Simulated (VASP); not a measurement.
# SiO2 (P6_422) in VASP: further runs, part 2 of 2

VASP 6.6.1.

## (3) Single point, LDA (strain +0.0300 x Voigt [1, 1, 0, 0, 0, 0])

INCAR reads:

```
SYSTEM = SiO2
PREC = Accurate
ENCUT = 520
EDIFF = 1E-7
ISMEAR = 0
SIGMA = 0.05
LREAL = .FALSE.
LASPH = .TRUE.
NELM = 100
ALGO = Normal
ISIF = 2
LWAVE = .FALSE.
LCHARG = .FALSE.
GGA = CA
NBANDS = 34
```

KPOINTS reads:

```
regular mesh
0
G
  6 6 4
  0 0 0
```

POSCAR reads:

```
SiO2
1.0
    5.1898593494      0.0000000000      0.0000000000
   -2.5949296747      4.4945500387      0.0000000000
    0.0000000000      0.0000000000      5.5248549769
Si O
3 6
Direct
    0.0000000000      0.5000000000      0.3333333333
    0.5000000000      0.5000000000      0.6666666667
    0.5000000000      0.0000000000      0.0000000000
    0.5843949018      0.7921974509      0.8333333333
    0.7921974509      0.5843949018      0.5000000000
    0.7921974509      0.2078025491      0.1666666667
    0.4156050982      0.2078025491      0.8333333333
    0.2078025491      0.4156050982      0.5000000000
    0.2078025491      0.7921974509      0.1666666667
```

Potentials or basis: VASP PAW LDA potentials, release 64 (Si, O).

Started as:

```console
$ cat potpaw_LDA.64/Si/POTCAR potpaw_LDA.64/O/POTCAR > POTCAR
$ mpirun -np 1 vasp_std > vasp.out
```

OUTCAR:

```text
SYSTEM = SiO2
   PREC = Accurate
   ENCUT = 520
   EDIFF = 1E-7
   ISMEAR = 0
   LREAL = .FALSE.
   LASPH = .TRUE.
   NELM = 100
   ISIF = 2
   GGA = CA

 ion  position               nearest neighbor table
   1  0.000  0.500  0.333-   6 1.64   9 1.64   8 1.64   5 1.64
   2  0.500  0.500  0.667-   4 1.64   7 1.64   5 1.64   8 1.64
   3  0.500  0.000  0.000-   6 1.64   9 1.64   7 1.64   4 1.64
   4  0.584  0.792  0.833-   2 1.64   3 1.64
   5  0.792  0.584  0.500-   2 1.64   1 1.64
   6  0.792  0.208  0.167-   1 1.64   3 1.64
   7  0.416  0.208  0.833-   2 1.64   3 1.64
   8  0.208  0.416  0.500-   2 1.64   1 1.64
   9  0.208  0.792  0.167-   1 1.64   3 1.64

  LATTYP: Found a hexagonal cell.
 ALAT       =     5.1898593494
 C/A-ratio  =     1.0645481130

  Lattice vectors:

 A1 = (   5.1898593494,   0.0000000000,   0.0000000000)
 A2 = (  -2.5949296747,   4.4945500387,   0.0000000000)
 A3 = (   0.0000000000,   0.0000000000,   5.5248549769)

Analysis of symmetry for initial positions (statically):
=====================================================================
 Subroutine PRICEL returns:
 Original cell was already a primitive cell.

 Routine SETGRP: Setting up the symmetry group for a
 hexagonal supercell.

 Subroutine GETGRP returns: Found 12 space group operations
 (whereof  4 operations were pure point group operations)
 out of a pool of 24 trial point group operations.

The static configuration has the point symmetry D_2 .
 The point group associated with its full space group is D_6 .

Analysis of symmetry for dynamics (positions and initial velocities):
=====================================================================
 Subroutine PRICEL returns:
 Original cell was already a primitive cell.

 Routine SETGRP: Setting up the symmetry group for a
 hexagonal supercell.
[... 139 lines left out ...]
  Thomas-Fermi vector in A             =   2.314219
   LORBIT       =      0    0 simple, 1 ext, 2 COOP (PROOUT), +10 PAW based schemes
   GGA     = CA    functional components
   LHFCALC =     F    Hartree Fock is set to
   AEXX    =    0.0000 exact exchange contribution
   IVDW    =     0    specifies the selected vdW correction
   LEPSILON=     F    determine dielectric tensor
   LRPA    =     F    only Hartree local field effects (RPA)
 non-spin polarized calculation
 Gauss-broadening in eV      SIGMA  =   0.05
  energy-cutoff  :      520.00
  volume of cell :      128.87
 maximum number of plane-waves:      3501
 NGX is ok and might be reduce to    40
   NGX = 19   NGY = 19   NGZ = 21

 number of electron      48.0000012 magnetization

 Free energy of the ion-electron system (eV)
  ---------------------------------------------------
  ext. energy  EPLUGINS =         0.00000000
  ---------------------------------------------------
  free energy    TOTEN  =       -77.58698913 eV

  energy without entropy =      -77.58698913  energy(sigma->0) =      -77.58698913

 E-fermi :   0.2141     XC(G=0):  -9.1185

 val. band max:       -0.0646153703   @ k =   0.5000   0.0000   0.0000
 cond. band min:       5.0938465013   @ k =   0.0000   0.0000   0.0000
 fundamental gap:      5.1584618716
 Fermi energy:         0.2141422783

 k-point     1 :       0.0000    0.0000    0.0000
  band No.  band energies     occupation
      1     -18.9842      2.00000
      2     -17.5346      2.00000
      3     -17.5346      2.00000
      4     -17.0012      2.00000
      5     -16.9668      2.00000
      6     -16.9668      2.00000
[... 766 lines left out ...]
     33      10.8033      0.00000
     34      10.8287      0.00000

------------------------ aborting loop because EDIFF is reached ----------------------------------------

  FORCE on cell =-STRESS in cart. coord.  units (eV):
  Direction    XX          YY          ZZ          XY          YZ          ZX
  --------------------------------------------------------------------------------------
  -------------------------------------------------------------------------------------
  Total       -8.1839125     -8.1839125     -6.4013640     -0.0000000      0.0000000     -0.0000000
  in kB     -101.7440149   -101.7440149    -79.5830203     -0.0000000      0.0000000     -0.0000000
  external PRESSURE =     -94.3570167 kB  Pullay stress =       0.0000000 kB

 VOLUME and BASIS-vectors are now :
 -----------------------------------------------------------------------------
  energy-cutoff  :      520.00
  volume of cell :      128.87
      direct lattice vectors                 reciprocal lattice vectors
     5.189859349  0.000000000  0.000000000     0.192683449  0.111245841  0.000000000
    -2.594929675  4.494550039  0.000000000     0.000000000  0.222491682  0.000000000
     0.000000000  0.000000000  5.524854977     0.000000000  0.000000000  0.181000226

 POSITION                                       TOTAL-FORCE (eV/Angst)
 -----------------------------------------------------------------------------------
     -1.29746      2.24728      1.84162         0.000000      0.000000      0.000000
      1.29746      2.24728      3.68324         0.000000     -0.000000      0.000000
      2.59493      0.00000      0.00000         0.000000      0.000000     -0.000000
      0.97723      3.56057      4.60405        -0.397069     -0.229248      0.000000
      2.59493      2.62659      2.76243         0.000000     -0.458495      0.000000
      3.57216      0.93398      0.92081        -0.397069      0.229248     -0.000000
      1.61770      0.93398      4.60405         0.397069      0.229248      0.000000
      0.00000      1.86796      2.76243         0.000000      0.458495      0.000000
     -0.97723      3.56057      0.92081         0.397069     -0.229248     -0.000000
 -----------------------------------------------------------------------------------
    total drift:                               -0.000000      0.000000     -0.000001

  FREE ENERGIE OF THE ION-ELECTRON SYSTEM (eV)
  ---------------------------------------------------
  free  energy   TOTEN  =       -77.5869891273 eV

  energy  without entropy=      -77.5869891273  energy(sigma->0) =      -77.58698913
```

stdout:

```text
POSCAR found type information on POSCAR SiO
 POSCAR found :  2 types and       9 ions
 scaLAPACK will be used
 LDA part: xc-table for (Slater(with rela. corr.)+CA(PZ))
 , standard interpolation
 POSCAR, INCAR and KPOINTS ok, starting setup
 FFT: planning ... GRIDC
 FFT: planning ... GRID_SOFT
 FFT: planning ... GRID
 WAVECAR not read
 entering main loop
```

Run time: 1.7 min. Hardware: 1 thread of Intel Xeon Platinum 8375C at 2.90GHz (Ice Lake), shared host; peak memory 0.22 GiB.

What came out:

```yaml
Free_energy: -77.5870 eV
Pressure: -9.4 GPa
Largest_force: 0.458 eV/Å
Band_gap_on_the_k_mesh: 5.16 eV, indirect (least direct gap 5.40 eV)
```

Forces in eV/Å, atoms in the order of the input:
```
Si   0.000  0.000  0.000
Si   0.000  0.000  0.000
Si   0.000  0.000  0.000
O   -0.397 -0.229  0.000
O    0.000 -0.458  0.000
O   -0.397  0.229  0.000
O    0.397  0.229  0.000
O    0.000  0.458  0.000
O    0.397 -0.229  0.000
```

Levels at points of the mesh, in eV from the valence-band top:
```csv
k point,band 21,band 22,band 23,band 24,band 25,band 26,band 27,band 28
"(0.00, 0.00, 0.00)",-0.93,-0.45,-0.45,-0.24,5.16,8.43,8.43,8.69
"(0.50, 0.00, 0.00)",-1.10,-0.92,-0.31,0.00,7.14,7.96,8.99,9.07
"(0.00, 0.00, 0.50)",-1.18,-0.24,-0.03,-0.03,6.99,6.99,8.07,9.38
"(0.50, 0.00, 0.50)",-0.88,-0.68,-0.64,-0.36,7.78,8.49,8.82,8.94
```

Caveat: the cell differs from its parent crystal (strain +0.0300 x Voigt [1, 1, 0, 0, 0, 0]). A k mesh can miss the band edges.
